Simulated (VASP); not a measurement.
# ZrRe3 (P6_3/mmc) in VASP: notebook

The runs below take ZrRe3 through relaxation of cell and atoms, single point, with PBE.

Program: VASP 6.6.1. These are calculated values, not measurements. Logs are shortened: lines on timing, memory, paths and dates and some standing lists are left out, and cuts for length are marked.

## Step 1: The cell of the first run

Symmetry: P6_3/mmc, No. 194, hexagonal system. Conventional cell: a = 5.573 Å, b = 5.573 Å, c = 4.473 Å, α = 90.00°, β = 90.00°, γ = 120.00°. Zr (site symmetry -6m2) has 12 Re at 2.75 to 2.79 Å within 3.6 Å. Re (site symmetry mm2) has 4 Zr at 2.75 to 2.79 Å and 8 Re at 2.76 to 2.79 Å within 3.6 Å.

## Step 2: Relaxation of cell and atoms, PBE

The input, INCAR:

```
SYSTEM = ZrRe3
  ALGO = Fast
  EDIFF = 1E-6
  EDIFFG = -0.04
  ENCUT = 600
  GGA = PE
  IBRION = 2
  ISIF = 3
  ISMEAR = 0
  LASPH = .TRUE.
  LCHARG = .FALSE.
  LREAL = .FALSE.
  LWAVE = .FALSE.
  NELM = 60
  NSW = 90
  PREC = Accurate
  SIGMA = 0.1
```

The input, KPOINTS:

```
k-points
0
G
  6 6 4
  0 0 0
```

The input, POSCAR:

```
ZrRe3
1.0
    5.5733431638      0.0000000000      0.0000000000
   -2.7866715819      4.8266567638      0.0000000000
    0.0000000000      0.0000000000      4.4734678130
Zr Re
2 6
Direct
    0.3333333333      0.6666666667      0.2500000000
    0.6666666667      0.3333333333      0.7500000000
    0.8330000000      0.6660000000      0.2500000000
    0.1670000000      0.8330000000      0.7500000000
    0.3340000000      0.1670000000      0.2500000000
    0.1670000000      0.3340000000      0.7500000000
    0.8330000000      0.1670000000      0.2500000000
    0.6660000000      0.8330000000      0.7500000000
```

Potentials or basis: VASP PAW PBE potentials, release 64 (Zr_sv, Re).

Launch:

```
$ cat potpaw_PBE.64/Zr_sv/POTCAR potpaw_PBE.64/Re/POTCAR > POTCAR
$ mpirun -np 1 vasp_std > vasp.out
```

OUTCAR:

```text
SYSTEM = ZrRe3
   EDIFF = 1E-6
   EDIFFG = -0.04
   ENCUT = 600
   GGA = PE
   IBRION = 2
   ISIF = 3
   ISMEAR = 0
   LASPH = .TRUE.
   LREAL = .FALSE.
   NELM = 60
   NSW = 90
   PREC = Accurate

 ion  position               nearest neighbor table
   1  0.333  0.667  0.250-   4 2.75   4 2.75   6 2.75   6 2.75   8 2.75   8 2.75   5 2.79   3 2.79
                             7 2.79   7 2.79   5 2.79   3 2.79
   2  0.667  0.333  0.750-   7 2.75   7 2.75   3 2.75   3 2.75   5 2.75   5 2.75   8 2.79   6 2.79
                             4 2.79   4 2.79   8 2.79   6 2.79
   3  0.833  0.666  0.250-   2 2.75   2 2.75   8 2.76   4 2.76   4 2.76   8 2.76   5 2.78   7 2.78
                             1 2.79   1 2.79   7 2.79   5 2.79
   4  0.167  0.833  0.750-   1 2.75   1 2.75   5 2.76   5 2.76   3 2.76   3 2.76   6 2.78   8 2.78
                             2 2.79   2 2.79   6 2.79   8 2.79
   5  0.334  0.167  0.250-   2 2.75   2 2.75   4 2.76   4 2.76   6 2.76   6 2.76   3 2.78   7 2.78
                             1 2.79   1 2.79   3 2.79   7 2.79
   6  0.167  0.334  0.750-   1 2.75   1 2.75   7 2.76   5 2.76   5 2.76   7 2.76   8 2.78   4 2.78
                             2 2.79   2 2.79   4 2.79   8 2.79
   7  0.833  0.167  0.250-   2 2.75   2 2.75   8 2.76   8 2.76   6 2.76   6 2.76   3 2.78   5 2.78
                             1 2.79   1 2.79   3 2.79   5 2.79
   8  0.666  0.833  0.750-   1 2.75   1 2.75   7 2.76   7 2.76   3 2.76   3 2.76   6 2.78   4 2.78
                             2 2.79   2 2.79   6 2.79   4 2.79

  LATTYP: Found a hexagonal cell.
 ALAT       =     5.5733431638
 C/A-ratio  =     0.8026542923

  Lattice vectors:

 A1 = (   5.5733431638,   0.0000000000,   0.0000000000)
 A2 = (  -2.7866715819,   4.8266567638,   0.0000000000)
 A3 = (   0.0000000000,   0.0000000000,   4.4734678130)

Analysis of symmetry for initial positions (statically):
=====================================================================
 Subroutine PRICEL returns:
 Original cell was already a primitive cell.

 Routine SETGRP: Setting up the symmetry group for a
 hexagonal supercell.

 Subroutine GETGRP returns: Found 24 space group operations
 (whereof 12 operations were pure point group operations)
 out of a pool of 24 trial point group operations.

The static configuration has the point symmetry D_3d.
 The point group associated with its full space group is D_6h.

Analysis of symmetry for dynamics (positions and initial velocities):
=====================================================================
 Subroutine PRICEL returns:
 Original cell was already a primitive cell.

 Routine SETGRP: Setting up the symmetry group for a
 hexagonal supercell.

 Subroutine GETGRP returns: Found 24 space group operations
[... 120 lines left out ...]
   POTIM  = 0.5000    time-step for ionic-motion
   TEBEG  =    0.0;   TEEND  =   0.0 temperature during run
   PSTRESS=    0.0 pullay stress
   NELECT =      66.0000    total number of electrons
   NUPDOWN=      -1.0000    fix difference up-down
   EMIN   =  10.00;   EMAX   =-10.00  energy-range for DOS
   EFERMI =   0.00;   METHOD = LEGACY
   ISMEAR =     0;   SIGMA  =   0.10  broadening in eV -4-tet -1-fermi 0-gaus
   EFERMI_NEDOS =   21; number of points for ismear=-14 and -15
   IALGO  =     68    algorithm
   IMIX   =      4    mixing-type and parameters
     AMIX     =   0.40;   BMIX     =  1.00
     AMIX_MAG =   1.60;   BMIX_MAG =  1.00
  volume/ion in A,a.u.               =      15.04       101.51
  Fermi-wavevector in a.u.,A,eV,Ry     =   1.340049  2.532325 24.432403  1.795731
  Thomas-Fermi vector in A             =   2.468392
   LORBIT       =      0    0 simple, 1 ext, 2 COOP (PROOUT), +10 PAW based schemes
   GGA     = PE    functional components
   LHFCALC =     F    Hartree Fock is set to
   AEXX    =    0.0000 exact exchange contribution
   IVDW    =     0    specifies the selected vdW correction
   LEPSILON=     F    determine dielectric tensor
   LRPA    =     F    only Hartree local field effects (RPA)
 conjugate gradient relaxation of ions
 non-spin polarized calculation
 RMM-DIIS sequential band-by-band and
 Gauss-broadening in eV      SIGMA  =   0.10
  energy-cutoff  :      600.00
  volume of cell :      120.34
 maximum number of plane-waves:      4034
 NGX is ok and might be reduce to    48
   NGX = 23   NGY = 23   NGZ = 17

--------------------------------------- Ionic step        1  -------------------------------------------

 number of electron      66.0000002 magnetization

 Free energy of the ion-electron system (eV)
  ---------------------------------------------------
  ext. energy  EPLUGINS =         0.00000000
  ---------------------------------------------------
  free energy    TOTEN  =       -88.43180468 eV

  energy without entropy =      -88.38154634  energy(sigma->0) =      -88.40667551

------------------------ aborting loop EDIFF was not reached (unconverged)  ----------------------------

  FORCE on cell =-STRESS in cart. coord.  units (eV):
  Direction    XX          YY          ZZ          XY          YZ          ZX
  --------------------------------------------------------------------------------------
  -------------------------------------------------------------------------------------
  Total       19.6302535     19.6302535     26.5031919      0.0000000      0.0000000      0.0000000
  in kB      261.3544945    261.3544945    352.8598507      0.0000000      0.0000000      0.0000000
  external PRESSURE =     291.8562799 kB  Pullay stress =       0.0000000 kB
[... 107 lines left out ...]
  FREE ENERGIE OF THE ION-ELECTRON SYSTEM (eV)
  ---------------------------------------------------
  free  energy   TOTEN  =       -89.5013446558 eV

  energy  without entropy=      -89.4460594627  energy(sigma->0) =      -89.47370206

[... ionic steps 4 to 9 ...]

--------------------------------------- Ionic step       10  -------------------------------------------

 number of electron      65.9999996 magnetization

------------------------ aborting loop because EDIFF is reached ----------------------------------------
[... 79 lines left out ...]
--------------------------------------- Ionic step       12  -------------------------------------------

 number of electron      65.9999996 magnetization

 Free energy of the ion-electron system (eV)
  ---------------------------------------------------
  ext. energy  EPLUGINS =         0.00000000
  ---------------------------------------------------
  free energy    TOTEN  =       -89.69081479 eV

  energy without entropy =      -89.64907683  energy(sigma->0) =      -89.66994581

 E-fermi :   8.2357     XC(G=0): -12.9797

 val. band max:        8.2160393226   @ k =   0.3333   0.1667   0.0000
 cond. band min:       8.2427389832   @ k =   0.3333  -0.0000   0.2500
 fundamental gap:      0.0266996606
 Fermi energy:         8.2356546465

 k-point     1 :       0.0000    0.0000    0.0000
  band No.  band energies     occupation
      1     -39.6302      2.00000
      2     -39.6232      2.00000
      3     -17.8157      2.00000
      4     -17.8157      2.00000
      5     -17.8140      2.00000
      6     -17.7753      2.00000
[... 906 lines left out ...]
  FREE ENERGIE OF THE ION-ELECTRON SYSTEM (eV)
  ---------------------------------------------------
  free  energy   TOTEN  =       -89.6908147915 eV

  energy  without entropy=      -89.6490768283  energy(sigma->0) =      -89.66994581

 reached required accuracy - stopping structural energy minimisation
```

CONTCAR:

```text
ZrRe3
   1.00000000000000
     5.6496052774699788   -0.0000000000000000   -0.0000000000000000
    -2.8248026387349894    4.8927016915822552    0.0000000000000000
    -0.0000000000000000    0.0000000000000000    4.7898969287665958
  Zr              Re
     2     6
Direct
     0.3333333332999970    0.6666666667000030    0.2500000000000000
     0.6666666667000030    0.3333333332999970    0.7500000000000000
     0.8378069553557361    0.6756139107114728    0.2500000000000000
     0.1621930446442525    0.8378069553557361    0.7500000000000000
     0.3243860892885161    0.1621930446442636    0.2500000000000000
     0.1621930446442636    0.3243860892885272    0.7500000000000000
     0.8378069553557475    0.1621930446442636    0.2500000000000000
     0.6756139107114837    0.8378069553557361    0.7500000000000000

  0.00000000E+00  0.00000000E+00  0.00000000E+00
  0.00000000E+00  0.00000000E+00  0.00000000E+00
  0.00000000E+00  0.00000000E+00  0.00000000E+00
  0.00000000E+00  0.00000000E+00  0.00000000E+00
  0.00000000E+00  0.00000000E+00  0.00000000E+00
  0.00000000E+00  0.00000000E+00  0.00000000E+00
  0.00000000E+00  0.00000000E+00  0.00000000E+00
  0.00000000E+00  0.00000000E+00  0.00000000E+00
```

Wall time 51 min (1 thread of AMD EPYC 9R45 (Zen 5), shared host); peak memory 0.33 GiB.

What came out:

| Quantity | Value |
| --- | --- |
| Free energy | -89.6908 eV |
| Relaxed volume | 16.55 Å³/atom |
| Relaxed cell | a = 5.650 Å, b = 5.650 Å, c = 4.790 Å, α = 90.00°, β = 90.00°, γ = 120.00° |
| Space group after relaxing (to 0.1 Å) | P6_3/mmc (No. 194) |
| Pressure after relaxing | 0.0 GPa |
| Largest force after relaxing | 0.010 eV/Å |
| Band gap on the k mesh | zero (bands 33 and 34 overlap by 1.43 eV) |

Forces in eV/Å, atoms in the order of the input:
```
Zr   0.000  0.000  0.000
Zr   0.000  0.000  0.000
Re   0.000 -0.010  0.000
Re   0.009 -0.005  0.000
Re   0.009  0.005  0.000
Re   0.000  0.010  0.000
Re  -0.009  0.005  0.000
Re  -0.009 -0.005  0.000
```

Final structure:
```xyz
8
Lattice="5.6496 0.0000 0.0000 -2.8248 4.8927 0.0000 0.0000 0.0000 4.7899" Properties=species:S:1:pos:R:3 pbc="T T T"
Zr    0.0000    3.2618    1.1975
Zr    2.8248    1.6309    3.5924
Re    2.8248    3.3056    1.1975
Re   -1.4503    4.0991    3.5924
Re    1.3745    0.7936    1.1975
Re    0.0000    1.5871    3.5924
Re    4.2751    0.7936    1.1975
Re    1.4503    4.0991    3.5924
```

Levels at points of the mesh, in eV from the Fermi level:
| k point | band 29 | band 30 | band 31 | band 32 | band 33 | band 34 | band 35 | band 36 | band 37 | band 38 |
| --- | --- | --- | --- | --- | --- | --- | --- | --- | --- | --- |
| (0.00, 0.00, 0.00) | -0.46 | -0.36 | -0.36 | -0.23 | -0.23 | -0.12 | -0.12 | 0.39 | 0.56 | 1.03 |
| (0.50, 0.00, 0.00) | -1.12 | -0.60 | -0.39 | -0.38 | -0.29 | -0.20 | 0.19 | 0.27 | 0.41 | 0.64 |
| (0.00, 0.00, 0.50) | 0.46 | 0.46 | 1.10 | 1.10 | 1.10 | 1.10 | 1.24 | 1.24 | 1.24 | 1.24 |
| (0.50, 0.00, 0.50) | -1.15 | -1.15 | -0.65 | -0.65 | 0.02 | 0.02 | 0.24 | 0.24 | 0.67 | 0.67 |

Caveat: spin-orbit coupling is left out, which moves the levels of the heavy elements.

## Step 3: Single point, PBE

This run uses another cell than the first one, of 16.56 Å³/atom.

The input, INCAR:

```
  PREC = Accurate
  ENCUT = 520
  EDIFF = 1E-6
  ISMEAR = 0
  SIGMA = 0.1
  LREAL = F
  LASPH = T
  NELM = 80
  ALGO = Fast
  ISIF = 2
  LWAVE = F
  LCHARG = F
  GGA = PE
  NBANDS = 43
```

The input, KPOINTS:

```
Automatic mesh
0
Gamma
  12 12 8
```

The input, POSCAR:

```
ZrRe3
1.0
    5.6459874501      0.0000000000      0.0000000000
   -2.8229937251      4.8895685612      0.0000000000
    0.0000000000      0.0000000000      4.7992124277
Zr Re
2 6
Direct
    0.3333333333      0.6666666667      0.2500000000
    0.6666666667      0.3333333333      0.7500000000
    0.8373550417      0.6747100834      0.2500000000
    0.1626449583      0.8373550417      0.7500000000
    0.3252899166      0.1626449583      0.2500000000
    0.1626449583      0.3252899166      0.7500000000
    0.8373550417      0.1626449583      0.2500000000
    0.6747100834      0.8373550417      0.7500000000
```

Potentials or basis: VASP PAW PBE potentials, release 64 (Zr_sv, Re).

Launch:

```
$ cat potpaw_PBE.64/Zr_sv/POTCAR potpaw_PBE.64/Re/POTCAR > POTCAR
$ mpirun -np 1 vasp_std > vasp.out
```

Run time: 37 min. Hardware: 1 thread of AMD EPYC 9R45 (Zen 5), shared host; peak memory 0.53 GiB.

Results (log left out):

```yaml
Free_energy: -89.6963 eV
Pressure: -0.3 GPa
Largest_force: 0.016 eV/Å
Band_gap_on_the_k_mesh: zero (bands 33 and 34 overlap by 1.43 eV)
```

Forces in eV/Å, atoms in the order of the input:
```
Zr   0.000  0.000  0.000
Zr   0.000  0.000  0.000
Re   0.000  0.016  0.000
Re  -0.014  0.008  0.000
Re  -0.014 -0.008  0.000
Re   0.000 -0.016  0.000
Re   0.014 -0.008  0.000
Re   0.014  0.008  0.000
```

Levels at points of the mesh, in eV from the Fermi level:
```
           k point  band 30  band 31  band 32  band 33  band 34  band 35  band 36  band 37
(0.00, 0.00, 0.00)    -0.37    -0.37    -0.21    -0.21    -0.13    -0.13     0.38     0.54
(0.50, 0.00, 0.00)    -0.60    -0.41    -0.41    -0.26    -0.19     0.19     0.28     0.42
(0.00, 0.00, 0.50)     0.47     1.10     1.10     1.10     1.10     1.24     1.24     1.24
(0.50, 0.00, 0.50)    -1.16    -0.65    -0.65     0.00     0.00     0.26     0.26     0.68
```

Caveat: spin-orbit coupling is left out, which moves the levels of the heavy elements.
